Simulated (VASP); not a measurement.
# Ti in VASP: further runs

Ti is run at these levels: PBE; tasks: single point.

All numbers are computed with VASP 6.6.1; they aren't measurements. Logs are shortened: lines on timing, memory, paths and dates and some standing lists are left out, and cuts for length are marked.

### 1 The cell of the first run

The cell holds a disordered packing, 22 atoms: a = 7.405 Å, b = 7.268 Å, c = 7.433 Å, α = 95.87°, β = 91.79°, γ = 89.58°.

### 2 Single point, PBE

File INCAR:

```
SYSTEM = Ti
  PREC = Accurate
  ENCUT = 400
  EDIFF = 1E-6
  ISMEAR = -1
  SIGMA = 0.05
  LREAL = Auto
  LASPH = .True.
  NELM = 120
  ALGO = Normal
  ISIF = 2
  LWAVE = .False.
  LCHARG = .False.
  GGA = PE
  NBANDS = 149
  ISYM = -1
  GGA_COMPAT = .False.
```

File KPOINTS:

```
explicit points
1
Reciprocal
  0.25000000   0.25000000   0.25000000 1
```

File POSCAR:

```
Ti
1.0
    7.4036360000      0.0242520000     -0.1156530000
    0.0242520000      7.2584860000     -0.3764210000
   -0.1156530000     -0.3764210000      7.4221130000
Ti
22
Direct
    0.5907667275      0.0284545659      0.1903356686
    0.6542169795      0.8032673398      0.5095087951
    0.2744962809      0.4652029431      0.7863751839
    0.6012908296      0.2919336144      0.9266288497
    0.9253713290      0.8550377921      0.2326170662
    0.0877393368      0.9445976684      0.5794012725
    0.1820255990      0.5219378747      0.1434490668
    0.9700528376      0.5348950196      0.5074869163
    0.0973519925      0.7895231385      0.8936234384
    0.4532890906      0.7804094109      0.8555153679
    0.3223140235      0.6417286566      0.4925156389
    0.7739861825      0.5926708832      0.8321826400
    0.4417591489      0.0823086855      0.6390849194
    0.8016563782      0.1522258702      0.5234780149
    0.2193866826      0.2412834119      0.4071208389
   -0.0241978086      0.2718500116      0.7990033976
    0.5855584916      0.6084821871      0.1679752207
    0.2257202075      0.1330660565      0.0051306248
    0.8105843411      0.9684668954      0.8679210069
    0.6118873723      0.4069040859      0.4712598492
    0.8976477702      0.2576381302      0.1760489311
    0.3027142886      0.8801536922      0.2560927257
```

Potentials or basis: VASP PAW PBE potentials, release 64 (Ti_sv).

Run with:

```console
cat potpaw_PBE.64/Ti_sv/POTCAR > POTCAR
mpirun -np 1 vasp_std > vasp.out
```

OUTCAR:

```text
SYSTEM = Ti
   PREC = Accurate
   ENCUT = 400
   EDIFF = 1E-6
   ISMEAR = -1
   LREAL = Auto
   LASPH = .True.
   NELM = 120
   ISIF = 2
   GGA = PE
   ISYM = -1

 ion  position               nearest neighbor table
   1  0.591  0.028  0.190-  22 2.48   5 2.79  21 2.84   4 2.88
   2  0.654  0.803  0.510-  13 2.68  11 2.73  14 2.76  17 2.81  20 2.88
   3  0.274  0.465  0.786-  16 2.64  10 2.65  11 2.68   9 2.75   7 2.75
   4  0.601  0.292  0.927-  12 2.71  13 2.74  17 2.77  19 2.81  21 2.85   1 2.88
   5  0.925  0.855  0.233-   1 2.79  22 2.80   6 2.83   9 2.85
   6  0.088  0.945  0.579-  14 2.64   9 2.69  15 2.81  13 2.82   5 2.83  11 2.83  16 2.88  22 2.92

   7  0.182  0.522  0.143-   3 2.75  22 2.80  11 2.82   9 2.88  21 2.89
   8  0.970  0.535  0.507-  11 2.74  20 2.81  12 2.85  15 2.87
   9  0.097  0.790  0.894-  19 2.49  10 2.66   6 2.69  18 2.72   3 2.75  12 2.80   5 2.85   7 2.88

  10  0.453  0.780  0.856-   3 2.65   9 2.66  12 2.73  13 2.85  17 2.89  11 2.92
  11  0.322  0.642  0.493-  22 2.59   3 2.68   2 2.73  20 2.73   8 2.74   7 2.82   6 2.83  10 2.92

  12  0.774  0.593  0.832-   4 2.71  10 2.73  19 2.73  16 2.75   9 2.80   8 2.85  17 2.89
  13  0.442  0.082  0.639-   2 2.68  15 2.69   4 2.74   6 2.82  10 2.85  14 2.89
  14  0.802  0.152  0.523-  20 2.37  16 2.47   6 2.64   2 2.76  21 2.88  13 2.89
  15  0.219  0.241  0.407-  13 2.69   6 2.81  22 2.82   8 2.87  21 2.90
  16  0.976  0.272  0.799-  14 2.47  18 2.63  19 2.63   3 2.64  12 2.75   6 2.88  21 2.89
  17  0.586  0.608  0.168-   4 2.77   2 2.81  20 2.81  12 2.89  10 2.89  22 2.91
  18  0.226  0.133  0.005-  16 2.63   9 2.72  22 2.79  21 2.87
  19  0.811  0.968  0.868-   9 2.49  16 2.63  12 2.73   4 2.81
  20  0.612  0.407  0.471-  14 2.37  11 2.73  17 2.81   8 2.81   2 2.88
  21  0.898  0.258  0.176-   1 2.84   4 2.85  18 2.87  14 2.88  16 2.89   7 2.89  15 2.90
  22  0.303  0.880  0.256-   1 2.48  11 2.59  18 2.79   7 2.80   5 2.80  15 2.82  17 2.91   6 2.92

IMPORTANT INFORMATION: All symmetrisations will be switched off!
NOSYMM: (Re-)initialisation of all symmetry stuff for point group C_1.

----------------------------------------------------------------------------------------

                                     Primitive cell

  volume of cell :     397.7099

  direct lattice vectors                    reciprocal lattice vectors
     7.403636000  0.024252000 -0.115653000     0.135102507 -0.000343132  0.002087795
     0.024252000  7.258486000 -0.376421000    -0.000343132  0.138133954  0.007000276
    -0.115653000 -0.376421000  7.422113000     0.002087795  0.007000276  0.135120081

  length of vectors
     7.404578975  7.268280398  7.432552036     0.135119073  0.138311644  0.135317401

  position of ions in fractional coordinates (direct lattice)
     0.590766727  0.028454566  0.190335669
     0.654216979  0.803267340  0.509508795
     0.274496281  0.465202943  0.786375184
     0.601290830  0.291933614  0.926628850
     0.925371329  0.855037792  0.232617066
     0.087739337  0.944597668  0.579401273
[... 14 lines left out ...]
     0.897647770  0.257638130  0.176048931
     0.302714289  0.880153692  0.256092726

  ion indices of the primitive-cell ions
   primitive index   ion index
                 1           1
                 2           2
                 3           3
                 4           4
                 5           5
                 6           6
[... 14 lines left out ...]
                21          21
                22          22

----------------------------------------------------------------------------------------

 KPOINTS: explicit points

Read explicit list of k-points.

 Found      1 k-points:

 Following reciprocal coordinates:
            Coordinates               Weight
  0.250000  0.250000  0.250000      1.000000
   k-points           NKPTS =      1   k-points in BZ     NKDIM =      1   number of bands    NBANDS=    149
   number of dos      NEDOS =    301   number of ions     NIONS =     22
   total plane-waves  NPLWV = 110592
   dimension x,y,z NGX =    48 NGY =   48 NGZ =   48
   dimension x,y,z NGXF=    96 NGYF=   96 NGZF=   96
   ions per type =              22
   NGX,Y,Z   is equivalent  to a cutoff of  10.78, 10.98, 10.74 a.u.
   NGXF,Y,Z  is equivalent  to a cutoff of  21.55, 21.96, 21.47 a.u.
 SYSTEM =  Ti
   PREC   = accura    normal or accurate (medium, high low for compatibility)
   ISTART =      0    job   : 0-new  1-cont  2-samecut
   ICHARG =      2    charge: 1-file 2-atom 10-const
   ISPIN  =      1    spin polarized calculation?
   LNONCOLLINEAR =      F non collinear calculations
   LSORBIT =      F    spin-orbit coupling
   LASPH  =      T    aspherical Exc in radial PAW
   ENCUT  =  400.0 eV  29.40 Ry    5.42 a.u.  12.07 11.85 12.12*2*pi/ulx,y,z
   NELM   =    120;   NELMIN=  2; NELMDL= -5     # of ELM steps
   EDIFF  = 0.1E-05   stopping-criterion for ELM
   LREAL  =      T    real-space projection
   EDIFFG = 0.1E-04   stopping-criterion for IOM
   NSW    =      0    number of steps for IOM
   IBRION =     -1    ionic relax: 0-MD 1-quasi-New 2-CG
   NFREE  =      0    steps in history (QN), initial steepest desc. (CG)
   ISIF   =      2    stress and relaxation
   ISYM   =     -1    0-nonsym 1-usesym 2-fastsym
   POTIM  = 0.5000    time-step for ionic-motion
   TEBEG  =    0.0;   TEEND  =   0.0 temperature during run
   PSTRESS=    0.0 pullay stress
   NELECT =     264.0000    total number of electrons
   NUPDOWN=      -1.0000    fix difference up-down
   EMIN   =  10.00;   EMAX   =-10.00  energy-range for DOS
   EFERMI =   0.00;   METHOD = LEGACY
   ISMEAR =    -1;   SIGMA  =   0.05  broadening in eV -4-tet -1-fermi 0-gaus
   EFERMI_NEDOS =   21; number of points for ismear=-14 and -15
   IALGO  =     38    algorithm
   IMIX   =      4    mixing-type and parameters
     AMIX     =   0.40;   BMIX     =  1.00
     AMIX_MAG =   1.60;   BMIX_MAG =  1.00
  volume/ion in A,a.u.               =      18.08       121.99
  Fermi-wavevector in a.u.,A,eV,Ry     =   1.428085  2.698689 27.748077  2.039426
  Thomas-Fermi vector in A             =   2.548185
   LORBIT       =      0    0 simple, 1 ext, 2 COOP (PROOUT), +10 PAW based schemes
   GGA     = PE    functional components
   LHFCALC =     F    Hartree Fock is set to
   AEXX    =    0.0000 exact exchange contribution
   IVDW    =     0    specifies the selected vdW correction
   LEPSILON=     F    determine dielectric tensor
   LRPA    =     F    only Hartree local field effects (RPA)
 non-spin polarized calculation
  energy-cutoff  :      400.00
  volume of cell :      397.71
 maximum number of plane-waves:      7222
 NGX is ok and might be reduce to    48
   NGX = 25   NGY = 23   NGZ = 25

 number of electron     263.9999986 magnetization

 Free energy of the ion-electron system (eV)
  ---------------------------------------------------
  ext. energy  EPLUGINS =         0.00000000
  ---------------------------------------------------
  free energy    TOTEN  =      -167.71568937 eV

  energy without entropy =     -167.47907824  energy(sigma->0) =     -167.59738381

 E-fermi :   7.7006     XC(G=0): -11.2626

 val. band max:        7.6408058749   @ k =   0.2500   0.2500   0.2500
 cond. band min:       7.7415606047   @ k =   0.2500   0.2500   0.2500
 fundamental gap:      0.1007547298
 Fermi energy:         7.7005525878

 k-point     1 :       0.2500    0.2500    0.2500
  band No.  band energies     occupation
      1     -49.1353      2.00000
      2     -49.0937      2.00000
      3     -49.0790      2.00000
      4     -49.0451      2.00000
      5     -49.0226      2.00000
      6     -48.9997      2.00000
[... 136 lines left out ...]
    143       8.2888      0.00002
    144       8.3320      0.00001
 [bands above 144 left out]

------------------------ aborting loop because EDIFF is reached ----------------------------------------

  FORCE on cell =-STRESS in cart. coord.  units (eV):
  Direction    XX          YY          ZZ          XY          YZ          ZX
  --------------------------------------------------------------------------------------
  -------------------------------------------------------------------------------------
  Total       -4.9446942     -6.5343561     -7.8909371      1.6526786     -3.6241884      2.9998273
  in kB      -19.9197358    -26.3236997    -31.7886961      6.6578274    -14.6000688     12.0848254
  external PRESSURE =     -26.0107105 kB  Pullay stress =       0.0000000 kB

 VOLUME and BASIS-vectors are now :
 -----------------------------------------------------------------------------
  energy-cutoff  :      400.00
  volume of cell :      397.71
      direct lattice vectors                 reciprocal lattice vectors
     7.403636000  0.024252000 -0.115653000     0.135102507 -0.000343132  0.002087795
     0.024252000  7.258486000 -0.376421000    -0.000343132  0.138133954  0.007000276
    -0.115653000 -0.376421000  7.422113000     0.002087795  0.007000276  0.135120081

 POSITION                                       TOTAL-FORCE (eV/Angst)
 -----------------------------------------------------------------------------------
      4.35250      0.14922      1.33366        -0.194035      0.051210      0.184355
      4.80414      5.65458      3.40360         0.569662     -0.400247     -0.192984
      1.95261      3.08732      5.62971         0.142075     -0.925971     -0.426880
      4.35165      1.78478      6.69811        -0.285281     -0.140214     -0.505418
      6.84495      6.14116      1.29763         0.091176     -0.071421     -0.037543
      0.60549      6.64038      3.93467         0.072546     -0.126100      0.107671
[... 14 lines left out ...]
      6.63174      1.82556      1.10586        -0.034914     -0.088240      0.201403
      2.23291      6.29953      1.53443        -0.236720      0.114190     -0.019587
 -----------------------------------------------------------------------------------
    total drift:                               -0.004478     -0.001962     -0.002372

  FREE ENERGIE OF THE ION-ELECTRON SYSTEM (eV)
  ---------------------------------------------------
  free  energy   TOTEN  =      -167.7156893720 eV

  energy  without entropy=     -167.4790782430  energy(sigma->0) =     -167.59738381
```

It took 73 s on 1 thread of Intel Xeon 6975P-C (Granite Rapids), shared host; peak memory 0.32 GiB.

What came out:

| Property | Result |
| --- | --- |
| Free energy | -167.7157 eV |
| Pressure | -2.6 GPa |
| Largest force | 1.029 eV/Å |

Forces in eV/Å, atoms in the order of the input:
```
Ti  -0.194  0.051  0.184
Ti   0.570 -0.400 -0.193
Ti   0.142 -0.926 -0.427
Ti  -0.285 -0.140 -0.505
Ti   0.091 -0.071 -0.038
Ti   0.073 -0.126  0.108
Ti  -0.121 -0.191 -0.021
Ti  -0.214  0.189 -0.109
Ti   0.521 -0.786  0.146
Ti   0.095  0.616  0.632
Ti   0.242 -0.231  0.104
Ti   0.294 -0.451 -0.067
Ti  -0.503 -0.041  0.113
Ti  -0.157 -0.631 -0.164
Ti  -0.158  0.916 -0.149
Ti   0.492  0.845  0.085
Ti   0.146  0.084  0.400
Ti   0.858  0.464 -0.297
Ti  -0.889  0.267 -0.100
Ti  -0.731  0.538  0.116
Ti  -0.035 -0.088  0.201
Ti  -0.237  0.114 -0.020
```

Stress tensor (GPa, compression positive):
```
-1.99  0.67  1.21
 0.67 -2.63 -1.46
 1.21 -1.46 -3.18
```

Caveat: the atoms stand as in a frame of molecular dynamics.

(Continued in part 2 of 2.)
